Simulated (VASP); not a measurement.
Ti:

```xyz
1
Lattice="-1.6082 1.6410 1.6410 1.6410 -1.6082 1.6410 1.6410 1.6410 -1.6082" Properties=species:S:1:pos:R:3 pbc="T T T"
Ti    0.0000    0.0000    0.0000
```

This cell differs from its parent crystal: equal xy, yz and zx shear strains of +2 %.

Base run:

- Program: VASP 6.6.1
- Functional: PBEsol
- Potentials or basis: VASP PAW PBE potentials, release 64 (Ti_sv)
- Cutoff: 520 eV
- k mesh: 14 × 14 × 14
- Occupations: fermi-dirac, width 0.05 eV
- Spin: no spin polarisation

Its results: band gap on the k mesh zero (band 6 reaches 8.64 eV, above the bottom of band 7 at 7.16 eV); pressure -6.8 GPa.

Problem. The run is repeated on the same cell with these changes: cutoff from 520 eV to 400 eV; further incar settings from ALGO = Normal; EDIFF = 1e-07; NBANDS = 12 to ALGO = Normal; EDIFF = 1e-08; NBANDS = 12. What comes out?

Solution. Band gap on the k mesh zero (band 6 reaches 8.65 eV, above the bottom of band 7 at 7.16 eV); pressure -7.5 GPa.

Caveats: the PAW data sets were made with another functional, which shifts forces and pressure a little.
